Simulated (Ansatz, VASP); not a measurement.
## One calculation of MnO2, two programs

The input INCAR:

```
PREC = Accurate
ENCUT = 520
EDIFF = 1E-6
ISMEAR = -1
SIGMA = 0.1
LREAL = F
LASPH = T
NELM = 150
ALGO = Normal
ISIF = 2
LWAVE = F
LCHARG = T
ISPIN = 2
MAGMOM = 4 0 0
LORBIT = 11
LMAXMIX = 4
LDAU = T
LDAUTYPE = 2
LDAUL = 2 -1
LDAUU = 3.5 0
LDAUJ = 0 0
LDAUPRINT = 1
GGA = PS
LELF = T
LVHAR = T
NBANDS = 24
```

File KPOINTS:

```
Automatic mesh
0
Gamma
  12 12 12
```

The input POSCAR:

```
MnO2
1.0
    1.3992749265      0.8078717561      4.4903556501
   -1.3992749265      0.8078717561      4.4903556501
    0.0000000000     -1.6157435121      4.4903556501
Mn O
1 2
Direct
    0.0000000000      0.0000000000      0.0000000000
    0.2643644900      0.2643644900      0.2643644900
    0.7356355100      0.7356355100      0.7356355100
```

Input for Ansatz:

```yaml
crystal:
  lattice:
    - [1.3992749264693356, 0.8078717560611506, 4.490355650091271]
    - [-1.3992749264693356, 0.8078717560611506, 4.490355650091271]
    - [0.0, -1.6157435121223012, 4.490355650091271]
  atoms:
    - { symbol: Mn, position: [0.0, 0.0, 0.0], spin: 4.0 }
    - { symbol: O, position: [0.26436449, 0.26436449, 0.26436449] }
    - { symbol: O, position: [0.73563551, 0.73563551, 0.73563551] }
basis:
  ecutwfc: 510.0
kpoints:
  mp_grid:
    grid: [12, 12, 12]
hamiltonian:
  xc: pbesol
  hubbard:
    - { species: Mn, l: d, u_eff: 3.5 }
magnetization:
  spin_polarized: true
scf:
  occupations:
    method: fermi_dirac
output:
  stress: true
```

Alike in both runs: task single point; functional PBEsol; k mesh 12 × 12 × 12; collinear spin; Hubbard terms Mn d U = 3.5 eV.

|  | VASP | Ansatz |
| --- | --- | --- |
| version | VASP 6.6.1 | Ansatz 0.2.0 |
| potentials or method | VASP PAW PBE potentials, release 64 (Mn_pv, O), cutoff 520 eV | plane waves, PAW |
| occupations | fermi-dirac, width 0.1 eV | fermi-dirac |
| valence electrons in the cell | 25 | 27 |

VASP gave:

```
pressure (GPa)                                                : 17.6
traceless stress, the component that is largest in VASP (GPa) : -5.33
net moment per atom (μB)                                      : 1.00
size of the moment on the site where the two differ most (μB) : 3.03
```

Which values does Ansatz return?

Pressure (GPa): 16.7; traceless stress, the component that is largest in VASP (GPa): -5.30; net moment per atom (μB): 1.00; size of the moment on the site where the two differ most (μB): 2.62.

VASP's potentials were made for PBE, not for PBEsol. Site moments also hang on the region over which each program counts them. The programs project onto different local orbitals, so the same U acts differently, and such runs can settle in different states. VASP's potentials hold 25 valence electrons a cell and Ansatz's 27, so a difference there can come from the potentials and not from the codes.
